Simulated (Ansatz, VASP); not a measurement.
## Two plane-wave programs on BiOs

Contents of INCAR:

```
SYSTEM = BiOs
PREC     = Accurate       ! precision mode
ENCUT    = 520            ! plane-wave cutoff, eV
EDIFF    = 1E-6           ! SCF threshold, eV
ISMEAR   = 0              ! smearing method
SIGMA    = 0.05           ! smearing width, eV
LREAL    = .FALSE.        ! projectors in reciprocal space
LASPH    = .TRUE.         ! aspherical terms in the spheres
NELM     = 100            ! most SCF steps
ALGO     = Fast           ! electronic algorithm
ISIF     = 2              ! what is computed and relaxed
LWAVE    = .FALSE.        ! write WAVECAR
LCHARG   = .FALSE.        ! write CHGCAR
GGA      = PE             ! functional
NBANDS   = 18             ! bands
```

File KPOINTS:

```
regular mesh
0
G
  10 10 10
  0 0 0
```

File POSCAR:

```
BiOs
1.0
    0.0000000000      2.8326391888      2.8326391888
    2.8326391888      0.0000000000      2.8326391888
    2.8326391888      2.8326391888      0.0000000000
Os Bi
1 1
Direct
    0.5000000000      0.5000000000      0.5000000000
    0.0000000000      0.0000000000      0.0000000000
```

Input for Ansatz:

```yaml
crystal:
  lattice:
    - [0.0, 2.8326391888, 2.8326391888]
    - [2.8326391888, 0.0, 2.8326391888]
    - [2.8326391888, 2.8326391888, 0.0]
  atoms:
    - { symbol: Os, position: [0.5, 0.5, 0.5] }
    - { symbol: Bi, position: [0.0, 0.0, 0.0] }
basis:
  ecutwfc: 420
  ecutrho_ratio: 4
kpoints:
  mp_grid: { grid: [10, 10, 10] }
hamiltonian:
  xc: pbe
scf:
  occupations: { method: gaussian, width: 0.05 }
output:
  forces: true
  stress: true
  eigenvalues: true
  write_density: true
  write_potential: true
  elf: true
  volumetric_format: npy
```

Alike in both runs: task single point; functional PBE; k mesh 10 × 10 × 10; occupations gaussian, width 0.05 eV; no spin polarisation.

|  | VASP | Ansatz |
| --- | --- | --- |
| version | VASP 6.6.1 | Ansatz 0.2.0 |
| potentials or method | VASP PAW PBE potentials, release 64 (Os, Bi_d), cutoff 520 eV | scalar-relativistic, plane waves, PAW |
| valence electrons in the cell | 23 | 31 |

```csv
,VASP,Ansatz,Ansatz less VASP
gap on the k mesh at the Fermi level (eV),none,none,-
pressure (GPa),-4.4,-4.4,-0.01
```

A gap of «none» marks a metal or a gap that the smearing closes. VASP's potentials hold 23 valence electrons a cell and Ansatz's 31, so a difference there can come from the potentials and not from the codes.

Neither program's run includes spin-orbit coupling.
